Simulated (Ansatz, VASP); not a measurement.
**TiPt3: VASP beside Ansatz**

INCAR

```
PREC = Accurate ; ENCUT = 520
EDIFF = 1E-6 ; ISMEAR = -1
SIGMA = 0.05 ; LREAL = False
LASPH = True ; NELM = 100
ALGO = Normal ; ISIF = 2
LWAVE = False ; LCHARG = False
GGA = PS ; NBANDS = 29
```

File KPOINTS:

```
Automatic mesh
0
Gamma
  9 9 9
```

Contents of POSCAR:

```
TiPt3
1.0
    3.8970000000      0.0000000000      0.0000000000
    0.0000000000      3.8970000000      0.0000000000
    0.0000000000      0.0000000000      3.9749400000
Ti Pt
1 3
Direct
    0.0000000000      0.0000000000      0.0000000000
    0.0000000000      0.5000000000      0.5000000000
    0.5000000000      0.0000000000      0.5000000000
    0.5000000000      0.5000000000      0.0000000000
```

Input for Ansatz:

```yaml
crystal:
  lattice:
    - [3.897, 0.0, 0.0]
    - [0.0, 3.897, 0.0]
    - [0.0, 0.0, 3.97494]
  atoms:
    - { symbol: Ti, position: [0.0, 0.0, 0.0] }
    - { symbol: Pt, position: [0.0, 0.5, 0.5] }
    - { symbol: Pt, position: [0.5, 0.0, 0.5] }
    - { symbol: Pt, position: [0.5, 0.5, 0.0] }
kpoints:
  mp_grid: { grid: [9, 9, 9] }
  band_path:
    path:
      - [0.0, 0.0, 0.0]
      - [0.0, 0.5, 0.0]
      - [0.5, 0.5, 0.0]
      - [0.0, 0.0, 0.0]
      - [0.0, 0.0, 0.5]
      - [0.0, 0.5, 0.5]
      - [0.5, 0.5, 0.5]
      - [0.0, 0.0, 0.5]
      - [0.0, 0.5, 0.0]
    npoints: 5
scf:
  occupations: { method: fermi_dirac, width: 0.05 }
hamiltonian:
  xc: pbesol
  pseudopotentials: { kind: all_electron, lapw: { basis_error: 0.0005 } }
output:
  forces: true
  stress: true
  eigenvalues: true
```

Change from the starting cell: zz strain of +2 %.

Alike in both runs: task single point; functional PBEsol; k mesh 9 × 9 × 9; occupations fermi-dirac, width 0.05 eV; no spin polarisation.

```csv
,VASP,Ansatz
version,VASP 6.6.1,Ansatz 0.2.0
potentials or method,"VASP PAW PBE potentials, release 64 (Ti_sv, Pt), cutoff 520 eV","all-electron LAPW, scalar-relativistic"
```

Ansatz gave:

| Item | Value |
| --- | --- |
| pressure (GPa) | -4.5 |
| traceless stress, the component that is largest in VASP (GPa) | -2.37 |

Question: What did VASP give for the same quantities?

Answer: Pressure (GPa): -4.8; traceless stress, the component that is largest in VASP (GPa): -2.36.

VASP's potentials were made for PBE, not for PBEsol. Ansatz ran all-electron here, and VASP with PAW potentials.

Neither program's run includes spin-orbit coupling.
